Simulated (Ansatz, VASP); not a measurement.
## ZnCu in VASP and in Ansatz

File INCAR:

```
ALGO = Fast
EDIFF = 1E-6
ENCUT = 520
GGA = PS
ISIF = 2
ISMEAR = 0
LASPH = True
LCHARG = False
LREAL = False
LWAVE = False
NBANDS = 18
NELM = 100
PREC = Accurate
SIGMA = 0.15
```

KPOINTS

```
k-points
0
Gamma
  16 16 16
```

File POSCAR:

```
ZnCu
1.0
    2.9450000000      0.0000000000      0.0000000000
    0.0000000000      2.9450000000      0.0000000000
    0.0000000000      0.0000000000      2.9008250000
Zn Cu
1 1
Direct
    0.5000000000      0.5000000000      0.5000000000
    0.0000000000      0.0000000000      0.0000000000
```

Input for Ansatz:

```yaml
crystal:
  lattice:
    - [2.945, 0.0, 0.0]
    - [0.0, 2.945, 0.0]
    - [0.0, 0.0, 2.900825]
  atoms:
    - { symbol: Zn, position: [0.5, 0.5, 0.5] }
    - { symbol: Cu, position: [0.0, 0.0, 0.0] }
basis:
  ecutwfc: 420
kpoints:
  mp_grid: { grid: [16, 16, 16] }
hamiltonian:
  xc: pbesol
scf:
  occupations: { method: gaussian, width: 0.15 }
output:
  forces: true
  stress: true
  eigenvalues: true
```

Change from the starting cell: strain +0.000 along x and y, -0.015 along z, atoms carried along.

Alike in both runs: task single point; functional PBEsol; k mesh 16 × 16 × 16; occupations gaussian, width 0.15 eV; no spin polarisation.

```csv
,VASP,Ansatz
version,VASP 6.6.1,Ansatz 0.2.0
potentials or method,"VASP PAW PBE potentials, release 64 (Zn, Cu), cutoff 520 eV","scalar-relativistic, plane waves, PAW"
valence electrons in the cell,23,31
```

|  | VASP | Ansatz | Ansatz less VASP |
| --- | --- | --- | --- |
| gap on the k mesh at the Fermi level (eV) | none | none | - |
| pressure (GPa) | -2.2 | -2.9 | -0.68 |

VASP's potentials were made for PBE, not for PBEsol. A gap of «none» marks a metal or a gap that the smearing closes. With one functional, cell and mesh, what is left measures potentials, basis and numerics. VASP's potentials hold 23 valence electrons a cell and Ansatz's 31, so a difference there can come from the potentials and not from the codes.
